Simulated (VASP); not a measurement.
# K (Fm-3m) in VASP: further runs, part 2 of 2

VASP 6.6.1. Earlier steps stand in the parts before.

### 3 Single point, r2SCAN, non-collinear spin, zero start, spin-orbit coupling

This run uses another cell than the first one, of 76.57 Å³/atom.

Contents of POSCAR:

```
K
1.0
    0.0000000000      3.3703435831      3.3703435831
    3.3703435831      0.0000000000      3.3703435831
    3.3703435831      3.3703435831      0.0000000000
K
1
Direct
    0.0000000000      0.0000000000      0.0000000000
```

Contents of INCAR.step1:

```
PREC = Accurate
ENCUT = 520
ISMEAR = -1
SIGMA = 0.1
LREAL = False
LASPH = True
NELM = 150
MAGMOM = 0 0 0
LSORBIT = True
GGA_COMPAT = False
NBANDS = 20
GGA = PE
ALGO = Normal
EDIFF = 1E-4
LWAVE = True
LCHARG = False
```

Contents of INCAR.step2:

```
PREC = Accurate
ENCUT = 520
EDIFF = 1E-6
ISMEAR = -1
SIGMA = 0.1
LREAL = False
LASPH = True
NELM = 150
ALGO = Normal
ISIF = 2
LWAVE = False
LCHARG = False
MAGMOM = 0 0 0
LORBIT = 11
LSORBIT = True
GGA_COMPAT = False
LORBMOM = True
METAGGA = R2SCAN
LMIXTAU = True
NBANDS = 20
ISTART = 1
```

Contents of KPOINTS:

```
Automatic mesh
0
Gamma
  8 8 8
```

Potentials or basis: VASP PAW PBE potentials, release 64 (K_sv).

Command:

```
> cat potpaw_PBE.64/K_sv/POTCAR > POTCAR
> cp INCAR.step1 INCAR
> mpirun -np 1 vasp_ncl > vasp.out
> cp INCAR.step2 INCAR
> mpirun -np 1 vasp_ncl > vasp.out
```

OUTCAR:

```text
PREC = Accurate
   ENCUT = 520
   EDIFF = 1E-6
   ISMEAR = -1
   LREAL = False
   LASPH = True
   NELM = 150
   ISIF = 2
   LORBIT = 11
   LSORBIT = True
   METAGGA = R2SCAN
   ISTART = 1

 ion  position               nearest neighbor table
   1  0.000  0.000  0.000-

  LATTYP: Found a face centered cubic cell.
 ALAT       =     6.7406871662

  Lattice vectors:

 A1 = (   0.0000000000,   3.3703435831,   3.3703435831)
 A2 = (   3.3703435831,   0.0000000000,   3.3703435831)
 A3 = (   3.3703435831,   3.3703435831,   0.0000000000)

Analysis of symmetry for initial positions (statically):
=====================================================================
 Subroutine PRICEL returns:
 Original cell was already a primitive cell.

 Routine SETGRP: Setting up the symmetry group for a
 face centered cubic supercell.

 Subroutine GETGRP returns: Found 48 space group operations
 (whereof 48 operations were pure point group operations)
 out of a pool of 48 trial point group operations.

The static configuration has the point symmetry O_h .

Analysis of symmetry for dynamics (positions and initial velocities):
=====================================================================
 Subroutine PRICEL returns:
 Original cell was already a primitive cell.

 Routine SETGRP: Setting up the symmetry group for a
 face centered cubic supercell.

 Subroutine GETGRP returns: Found 48 space group operations
 (whereof 48 operations were pure point group operations)
[... 755 lines left out ...]

 orbital moment (x)

 # of ion     p       d       tot
 ----------------------------------------
  1        -0.000   0.000   0.000
 ----------------------------------------
           -0.000   0.000   0.000

 orbital moment (y)

 # of ion     p       d       tot
 ----------------------------------------
  1        -0.000   0.000   0.000
 ----------------------------------------
           -0.000   0.000   0.000

 orbital moment (z)

 # of ion     p       d       tot
 ----------------------------------------
  1         0.000  -0.000  -0.000
 ----------------------------------------
            0.000  -0.000  -0.000

 Spin-Orbit-Coupling matrix elements

 Ion:    1  E_soc:     -0.0071322
 l=   1
     0.0000000    -0.0011887    -0.0011887
    -0.0011887     0.0000000    -0.0011887
    -0.0011887    -0.0011887     0.0000000
 l=   2
     0.0000000     0.0000000     0.0000000     0.0000000     0.0000000
     0.0000000     0.0000000     0.0000000     0.0000000     0.0000000
     0.0000000     0.0000000     0.0000000     0.0000000     0.0000000
     0.0000000     0.0000000     0.0000000     0.0000000     0.0000000
     0.0000000     0.0000000     0.0000000     0.0000000     0.0000000
 l=   3
     0.0000000     0.0000000     0.0000000     0.0000000     0.0000000     0.0000000     0.0000000
     0.0000000     0.0000000     0.0000000     0.0000000     0.0000000     0.0000000     0.0000000
     0.0000000     0.0000000     0.0000000     0.0000000     0.0000000     0.0000000     0.0000000
     0.0000000     0.0000000     0.0000000     0.0000000     0.0000000     0.0000000     0.0000000
     0.0000000     0.0000000     0.0000000     0.0000000     0.0000000     0.0000000     0.0000000
     0.0000000     0.0000000     0.0000000     0.0000000     0.0000000     0.0000000     0.0000000
     0.0000000     0.0000000     0.0000000     0.0000000     0.0000000     0.0000000     0.0000000

 total charge

# of ion       s       p       d       tot
------------------------------------------
    1        1.977   5.662   0.004   7.643

 magnetization (x)

# of ion       s       p       d       tot
------------------------------------------
    1        0.000   0.000  -0.000   0.000

 magnetization (y)

# of ion       s       p       d       tot
------------------------------------------
    1       -0.000  -0.000   0.000  -0.000

 magnetization (z)

# of ion       s       p       d       tot
------------------------------------------
    1        0.000   0.000   0.000   0.000
```

OSZICAR.step1:

```text
N       E                     dE             d eps       ncg     rms          rms(c)
DAV:   1     0.553805779554E+02    0.55381E+02   -0.35362E+03  1160   0.720E+02
DAV:   2     0.259472073645E+01   -0.52786E+02   -0.51302E+02  1288   0.217E+02
DAV:   3    -0.935960776056E+00   -0.35307E+01   -0.35104E+01  2092   0.403E+01
DAV:   4    -0.105836428688E+01   -0.12240E+00   -0.12225E+00  1580   0.602E+00
DAV:   5    -0.106160373357E+01   -0.32394E-02   -0.32379E-02  1816   0.678E-01    0.212E+00
DAV:   6    -0.106185232055E+01   -0.24859E-03   -0.10850E-03  1640   0.238E-01    0.130E+00
DAV:   7    -0.106209631713E+01   -0.24400E-03   -0.80126E-04  1820   0.197E-01    0.724E-01
DAV:   8    -0.106226481096E+01   -0.16849E-03   -0.43609E-04  1724   0.150E-01    0.409E-02
DAV:   9    -0.106230876554E+01   -0.43955E-04   -0.48427E-05   992   0.818E-02
   1 F= -.10623088E+01 E0= -.10484648E+01  d E =-.276880E-01  mag=     0.0000     0.0000    -0.0000
```

Wall time 11 min (1 thread of AMD EPYC 7R43 (Zen 3), shared host); peak memory 0.44 GiB.

Results:

```yaml
Free_energy: -6.0256 eV
Pressure: 0.0 GPa
Net_moment: 0.00 μB per cell
Valence_electrons_inside_the_program's_atomic_spheres: K 7.64
```

Moments on the atoms (μB; x, y, z):
```
K   0.00 0.00 0.00
```

Caveat: the PAW data sets were made with another functional, which shifts forces and pressure a little.
